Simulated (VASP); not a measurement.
BN, 2 atoms in the cell. It takes space group F-43m (No. 216, cubic). Conventional cell: a = 3.626 Å, b = 3.626 Å, c = 3.626 Å, α = 90.00°, β = 90.00°, γ = 90.00°. Within 2.1 Å of N (site symmetry -43m) lie 4 B at 1.57 Å. Within 2.1 Å of B (site symmetry -43m) lie 4 N at 1.57 Å. 

```yaml
Program: VASP 6.6.1
Task: relaxation of cell and atoms
Functional: PBEsol
Potentials_or_basis: VASP PAW PBE potentials, release 64 (N, B)
Cutoff: 600 eV
k_mesh: 13 × 13 × 13
Occupations: fermi-dirac, width 0.05 eV
Spin: no spin polarisation
Target_pressure: 5 GPa
Dipole_correction: no
Further_INCAR_settings: ALGO = Normal; EDIFF = 1e-06; IBRION = 2; EDIFFG = -0.01; NSW = 80; ISIF = 3
```

Potentials or basis: VASP PAW PBE potentials, release 64 (N, B).

Run with:

```sh
$ cat potpaw_PBE.64/N/POTCAR potpaw_PBE.64/B/POTCAR > POTCAR
$ mpirun -np 1 vasp_std > vasp.out
```

Hardware: 1 thread of Intel(R) Xeon(R) Platinum 8375C CPU @ 2.90GHz (Ice Lake), with other jobs on the host.

Q: Estimate the wall time of this run.

A: Run time: 16 s on 1 thread of Intel(R) Xeon(R) Platinum 8375C CPU @ 2.90GHz (Ice Lake), on a shared host, peak memory 0.12 GiB. Counts: scf iterations 24, k points 84, ion steps 3.
